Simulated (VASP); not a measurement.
# Fe (Im-3m) in VASP: a series of runs

Fe is run at these levels: LDA; tasks: single point.

Everything below comes from runs of VASP 6.6.1. Logs are shortened: lines on timing, memory, paths and dates and some standing lists are left out, and cuts for length are marked.

### 1 The cell of the first run

Symmetry: Im-3m, No. 229, cubic system. The conventional cell has a = 2.713 Å, b = 2.713 Å, c = 2.713 Å, α = 90.00°, β = 90.00°, γ = 90.00°. Fe (site symmetry m-3m) has 14 Fe at 2.35 to 2.71 Å within 3.1 Å.

### 2 Single point, LDA, collinear spin, ferromagnetic start (9.98 Å³/atom)

File INCAR:

```
  PREC = Accurate
  ENCUT = 690
  EDIFF = 1E-6
  ISMEAR = 0
  SIGMA = 0.05
  LREAL = False
  LASPH = True
  NELM = 200
  ALGO = Normal
  ISIF = 2
  LWAVE = False
  LCHARG = False
  ISPIN = 2
  MAGMOM = 2.13
  LORBIT = 11
  LMAXMIX = 4
  NBANDS = 18
  GGA_COMPAT = False
```

File KPOINTS:

```
regular mesh
0
Gamma
  22 22 22
```

File POSCAR:

```
Fe
1.0
   -1.3562710308      1.3562710308      1.3562710308
    1.3562710308     -1.3562710308      1.3562710308
    1.3562710308      1.3562710308     -1.3562710308
Fe
1
Direct
    0.0000000000      0.0000000000      0.0000000000
```

Potentials or basis: VASP PAW LDA potentials, release 64 (Fe_sv).

On the command line:

```console
cat potpaw_LDA.64/Fe_sv/POTCAR > POTCAR
mpirun -np 1 vasp_std > vasp.out
```

OUTCAR:

```text
PREC = Accurate
   ENCUT = 690
   EDIFF = 1E-6
   ISMEAR = 0
   LREAL = False
   LASPH = True
   NELM = 200
   ISIF = 2
   ISPIN = 2
   LORBIT = 11

 ion  position               nearest neighbor table
   1  0.000  0.000  0.000-

  LATTYP: Found a body centered cubic cell.
 ALAT       =     2.7125420616

  Lattice vectors:

 A1 = (  -1.3562710308,   1.3562710308,   1.3562710308)
 A2 = (   1.3562710308,  -1.3562710308,   1.3562710308)
 A3 = (   1.3562710308,   1.3562710308,  -1.3562710308)

Analysis of symmetry for initial positions (statically):
=====================================================================
 Subroutine PRICEL returns:
 Original cell was already a primitive cell.

 Routine SETGRP: Setting up the symmetry group for a
 body centered cubic supercell.

 Subroutine GETGRP returns: Found 48 space group operations
 (whereof 48 operations were pure point group operations)
 out of a pool of 48 trial point group operations.

The static configuration has the point symmetry O_h .

Analysis of symmetry for dynamics (positions and initial velocities):
=====================================================================
 Subroutine PRICEL returns:
 Original cell was already a primitive cell.

 Routine SETGRP: Setting up the symmetry group for a
 body centered cubic supercell.

 Subroutine GETGRP returns: Found 48 space group operations
 (whereof 48 operations were pure point group operations)
 out of a pool of 48 trial point group operations.

The dynamic configuration has the point symmetry O_h .

Analysis of structural, dynamic, and magnetic symmetry:
=====================================================================
 Subroutine PRICEL returns:
 Original cell was already a primitive cell.

 Routine SETGRP: Setting up the symmetry group for a
 body centered cubic supercell.

 Subroutine GETGRP returns: Found 48 space group operations
 (whereof 48 operations were pure point group operations)
 out of a pool of 48 trial point group operations.

The overall configuration has the point symmetry O_h .

 Subroutine INISYM returns: Found 48 space group operations
 (whereof 48 operations are pure point group operations),
 and found     1 'primitive' translations

----------------------------------------------------------------------------------------

                                     Primitive cell

  volume of cell :       9.9793

  direct lattice vectors                    reciprocal lattice vectors
    -1.356271031  1.356271031  1.356271031     0.000000000  0.368657878  0.368657878
     1.356271031 -1.356271031  1.356271031     0.368657878  0.000000000  0.368657878
     1.356271031  1.356271031 -1.356271031     0.368657878  0.368657878  0.000000000

  length of vectors
     2.349130334  2.349130334  2.349130334     0.521360971  0.521360971  0.521360971

  position of ions in fractional coordinates (direct lattice)
     0.000000000  0.000000000  0.000000000

  ion indices of the primitive-cell ions
   primitive index   ion index
                 1           1

----------------------------------------------------------------------------------------

 KPOINTS: regular mesh

Automatic generation of k-mesh.
 Grid dimensions read from file:
 generate k-points for:   22   22   22

 Generating k-lattice:

  Cartesian coordinates                     Fractional coordinates (reciprocal lattice)
     0.000000000  0.016757176  0.016757176     0.045454545  0.000000000  0.000000000
     0.016757176  0.000000000  0.016757176     0.000000000  0.045454545  0.000000000
     0.016757176  0.016757176  0.000000000     0.000000000  0.000000000  0.045454545

  Length of vectors
     0.023698226  0.023698226  0.023698226

  Shift w.r.t. Gamma in fractional coordinates (k-lattice)
     0.000000000  0.000000000  0.000000000

 Subroutine IBZKPT returns following result:
 ===========================================

 Found    328 irreducible k-points:

 Following reciprocal coordinates:
            Coordinates               Weight
  0.000000  0.000000  0.000000      1.000000
  0.045455  0.000000  0.000000     12.000000
  0.090909  0.000000  0.000000     12.000000
  0.136364  0.000000  0.000000     12.000000
  0.181818  0.000000  0.000000     12.000000
  0.227273  0.000000  0.000000     12.000000
[... 16 lines left out ...]
  0.090909  0.090909  0.000000     24.000000
  0.136364  0.090909  0.000000     48.000000
 [... further k-points ...]
   k-points           NKPTS =    328   k-points in BZ     NKDIM =    328   number of bands    NBANDS=     18
   number of dos      NEDOS =    301   number of ions     NIONS =      1
   total plane-waves  NPLWV =   8000
   dimension x,y,z NGX =    20 NGY =   20 NGZ =   20
   dimension x,y,z NGXF=    40 NGYF=   40 NGZF=   40
   ions per type =               1
   NGX,Y,Z   is equivalent  to a cutoff of  14.15, 14.15, 14.15 a.u.
   NGXF,Y,Z  is equivalent  to a cutoff of  28.31, 28.31, 28.31 a.u.
 SYSTEM =  unknown system
   PREC   = accura    normal or accurate (medium, high low for compatibility)
   ISTART =      0    job   : 0-new  1-cont  2-samecut
   ICHARG =      2    charge: 1-file 2-atom 10-const
   ISPIN  =      2    spin polarized calculation?
   LNONCOLLINEAR =      F non collinear calculations
   LSORBIT =      F    spin-orbit coupling
   LASPH  =      T    aspherical Exc in radial PAW
   ENCUT  =  690.0 eV  50.71 Ry    7.12 a.u.   5.03  5.03  5.03*2*pi/ulx,y,z
   NELM   =    200;   NELMIN=  2; NELMDL= -5     # of ELM steps
   EDIFF  = 0.1E-05   stopping-criterion for ELM
   LREAL  =      F    real-space projection
   EDIFFG = 0.1E-04   stopping-criterion for IOM
   NSW    =      0    number of steps for IOM
   IBRION =     -1    ionic relax: 0-MD 1-quasi-New 2-CG
   NFREE  =      0    steps in history (QN), initial steepest desc. (CG)
   ISIF   =      2    stress and relaxation
   ISYM   =      2    0-nonsym 1-usesym 2-fastsym
   POTIM  = 0.5000    time-step for ionic-motion
   TEBEG  =    0.0;   TEEND  =   0.0 temperature during run
   PSTRESS=    0.0 pullay stress
   NELECT =      16.0000    total number of electrons
   NUPDOWN=      -1.0000    fix difference up-down
   EMIN   =  10.00;   EMAX   =-10.00  energy-range for DOS
   EFERMI =   0.00;   METHOD = LEGACY
   ISMEAR =     0;   SIGMA  =   0.05  broadening in eV -4-tet -1-fermi 0-gaus
   EFERMI_NEDOS =   21; number of points for ismear=-14 and -15
   IALGO  =     38    algorithm
   IMIX   =      4    mixing-type and parameters
     AMIX     =   0.40;   BMIX     =  1.00
     AMIX_MAG =   1.60;   BMIX_MAG =  1.00
  volume/ion in A,a.u.               =       9.98        67.34
  Fermi-wavevector in a.u.,A,eV,Ry     =   1.916086  3.620878 49.952236  3.671386
  Thomas-Fermi vector in A             =   2.951626
   LORBIT       =     11    0 simple, 1 ext, 2 COOP (PROOUT), +10 PAW based schemes
   GGA     = CA    functional components
   LHFCALC =     F    Hartree Fock is set to
   AEXX    =    0.0000 exact exchange contribution
   IVDW    =     0    specifies the selected vdW correction
   LEPSILON=     F    determine dielectric tensor
   LRPA    =     F    only Hartree local field effects (RPA)
 spin polarized calculation
 Gauss-broadening in eV      SIGMA  =   0.05
  energy-cutoff  :      690.00
  volume of cell :        9.98
 maximum number of plane-waves:       421
   NGX =  9   NGY =  9   NGZ =  9

 number of electron      16.0000000 magnetization       1.8744765

 Free energy of the ion-electron system (eV)
  ---------------------------------------------------
  ext. energy  EPLUGINS =         0.00000000
  ---------------------------------------------------
  free energy    TOTEN  =        -9.29777243 eV

  energy without entropy =       -9.29648702  energy(sigma->0) =       -9.29712972

 E-fermi :  14.0809     XC(G=0): -14.9518

 val. band max:       14.0757560769   @ k =  -0.3636   0.5000   0.0909
 cond. band min:      14.0814975522   @ k =  -0.4091  -0.4545   0.0455
 fundamental gap:      0.0057414753
 Fermi energy:        14.0808957462

 spin component 1

 k-point     1 :       0.0000    0.0000    0.0000
  band No.  band energies     occupation
      1     -73.1490      1.00000
      2     -39.3192      1.00000
      3     -39.3192      1.00000
      4     -39.3192      1.00000
      5       4.6764      1.00000
      6      11.4688      1.00000
[... 10 lines left out ...]
     17      48.8628      0.00000
     18      48.8628      0.00000

 k-point     2 :       0.0455    0.0000    0.0000
  band No.  band energies     occupation
      1     -73.1461      1.00000
      2     -39.3336      1.00000
      3     -39.3241      1.00000
      4     -39.3194      1.00000
      5       4.7713      1.00000
      6      11.4387      1.00000
[... 10 lines left out ...]
     17      47.8462      0.00000
     18      49.0508      0.00000
[... 442 lines left out ...]
 k-point    24 :       0.1364    0.0909    0.0000
  band No.  band energies     occupation
      1     -73.1001      1.00000
      2     -39.5473      1.00000
      3     -39.3803      1.00000
      4     -39.3368      1.00000
      5       6.3467      1.00000
      6      11.0523      1.00000
[... 10 lines left out ...]
     17      50.5254      0.00000
     18      50.6954      0.00000

 [... further k-points ...]

 spin component 2

 k-point     1 :       0.0000    0.0000    0.0000
  band No.  band energies     occupation
      1     -71.0850      1.00000
      2     -37.2991      1.00000
      3     -37.2991      1.00000
      4     -37.2991      1.00000
      5       5.0408      1.00000
      6      12.9867      1.00000
[... 10 lines left out ...]
     17      49.6553      0.00000
     18      49.6553      0.00000

 k-point     2 :       0.0455    0.0000    0.0000
  band No.  band energies     occupation
      1     -71.0819      1.00000
      2     -37.3146      1.00000
      3     -37.3043      1.00000
      4     -37.2993      1.00000
      5       5.1364      1.00000
      6      12.9528      1.00000
[... 10 lines left out ...]
     17      48.6314      0.00000
     18      49.8274      0.00000
[... 442 lines left out ...]
 k-point    24 :       0.1364    0.0909    0.0000
  band No.  band energies     occupation
      1     -71.0329      1.00000
      2     -37.5451      1.00000
      3     -37.3645      1.00000
      4     -37.3181      1.00000
      5       6.7374      1.00000
      6      12.5125      1.00000
[... 10 lines left out ...]
     17      50.9714      0.00000
     18      51.3412      0.00000

 [... further k-points ...]
[... 5 lines left out ...]
  --------------------------------------------------------------------------------------
  -------------------------------------------------------------------------------------
  Total        0.5710950      0.5710950      0.5710950     -0.0000000      0.0000000      0.0000000
  in kB       91.6894749     91.6894749     91.6894749     -0.0000000      0.0000000      0.0000000
  external PRESSURE =      91.6894749 kB  Pullay stress =       0.0000000 kB

 VOLUME and BASIS-vectors are now :
 -----------------------------------------------------------------------------
  energy-cutoff  :      690.00
  volume of cell :        9.98
      direct lattice vectors                 reciprocal lattice vectors
    -1.356271031  1.356271031  1.356271031     0.000000000  0.368657878  0.368657878
     1.356271031 -1.356271031  1.356271031     0.368657878  0.000000000  0.368657878
     1.356271031  1.356271031 -1.356271031     0.368657878  0.368657878  0.000000000

 POSITION                                       TOTAL-FORCE (eV/Angst)
 -----------------------------------------------------------------------------------
      0.00000      0.00000      0.00000        -0.000000     -0.000000      0.000000
 -----------------------------------------------------------------------------------
    total drift:                                0.000000     -0.000000      0.000000

  FREE ENERGIE OF THE ION-ELECTRON SYSTEM (eV)
  ---------------------------------------------------
  free  energy   TOTEN  =        -9.2977724261 eV

  energy  without entropy=       -9.2964870202  energy(sigma->0) =       -9.29712972

 total charge

# of ion       s       p       d       tot
------------------------------------------
    1        2.210   6.058   5.573  13.842

 magnetization (x)

# of ion       s       p       d       tot
------------------------------------------
    1       -0.001  -0.004   1.847   1.842
```

Wall time 78 s (1 thread of Intel Xeon Platinum 8488C (Sapphire Rapids), shared host); peak memory 0.22 GiB.

Results:

| Item | Value |
| --- | --- |
| Free energy | -9.2978 eV |
| Pressure | 9.2 GPa |
| Net moment | 1.87 μB per cell |
| Site moments | Fe +1.84 μB |
| Valence electrons inside the program's atomic spheres | Fe 13.84 |

Levels at points of the mesh, in eV from the Fermi level:
Spin up:
| k point | band 5 | band 6 | band 7 | band 8 | band 9 | band 10 | band 11 | band 12 | band 13 | band 14 |
| --- | --- | --- | --- | --- | --- | --- | --- | --- | --- | --- |
| (0.00, 0.00, 0.00) | -9.40 | -2.61 | -2.61 | -2.61 | -0.96 | -0.96 | 25.38 | 25.38 | 25.38 | 31.95 |
| (0.50, 0.00, 0.00) | -5.77 | -3.97 | -0.91 | -0.70 | 0.26 | 0.73 | 8.55 | 18.92 | 21.90 | 25.23 |
| (0.50, 0.50, 0.50) | -5.70 | -5.70 | 0.39 | 0.39 | 0.39 | 10.58 | 10.58 | 10.58 | 17.01 | 17.01 |
Spin down:
| k point | band 3 | band 4 | band 5 | band 6 | band 7 | band 8 | band 9 | band 10 | band 11 | band 12 |
| --- | --- | --- | --- | --- | --- | --- | --- | --- | --- | --- |
| (0.00, 0.00, 0.00) | -51.38 | -51.38 | -9.04 | -1.09 | -1.09 | -1.09 | 1.10 | 1.10 | 25.56 | 25.56 |
| (0.50, 0.00, 0.00) | -51.61 | -51.38 | -4.69 | -2.60 | 0.63 | 1.01 | 1.41 | 2.51 | 9.75 | 19.21 |
| (0.50, 0.50, 0.50) | -51.88 | -51.88 | -4.31 | -4.31 | 2.14 | 2.14 | 2.14 | 11.02 | 11.02 | 11.02 |

Caveat: the cell stands under pressure.

(Continued in part 2 of 2.)
